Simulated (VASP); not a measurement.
Runs of VASP 6.6.1 on AgCl. The structure is that of space group Pm-3m (No. 221), or close to it. The cells are those of the table. 

| task | cell | gap on the mesh (eV) | pressure (GPa) |
| --- | --- | --- | --- |
| electric field gradients | a = 3.400, b = 3.400, c = 3.434 Å, 2 atoms | 0.60 | 0.7 |
| single point | a = 3.434, b = 3.434, c = 3.365 Å, 2 atoms | 0.58 | 0.7 |
| single point | a = 3.434, b = 3.434, c = 3.331 Å, 2 atoms | 0.57 | 1.3 |
| single point | a = 3.434, b = 3.434, c = 3.537 Å, 2 atoms | 0.57 | -1.5 |
| electric field gradients | a = 3.434, b = 3.434, c = 3.400 Å, 2 atoms | 0.60 | 0.2 |
| electric field gradients | a = 3.434, b = 3.434, c = 3.503 Å, 2 atoms | 0.58 | -1.1 |
| single point | a = 3.434, b = 3.434, c = 3.400 Å, 2 atoms | 0.60 | 0.2 |
| electric field gradients | a = 3.434, b = 3.434, c = 3.331 Å, 2 atoms | 0.57 | 1.3 |
| single point | a = 3.503, b = 3.503, c = 3.434 Å, 2 atoms | 0.57 | (b) |
| single point | a = 3.400, b = 3.400, c = 3.434 Å, 2 atoms | 0.60 | 0.7 |
| single point | a = 3.434, b = 3.434, c = 3.468 Å, 2 atoms | (a) | -0.7 |

Alike in all rows: level PBE; potentials or basis VASP PAW PBE potentials, release 64 (Ag, Cl); no spin polarisation; k mesh 9 × 9 × 9; cutoff (eV) 520; smearing fermi-dirac 0.01 eV.

Task: Estimate the missing entries.

Result: (a) 0.59; (b) -1.9.

Caveats: an odd mesh through Γ misses points on the zone boundary, where band edges can lie.

A k mesh can miss the band edges, and the runs leave out spin-orbit coupling on Ag.
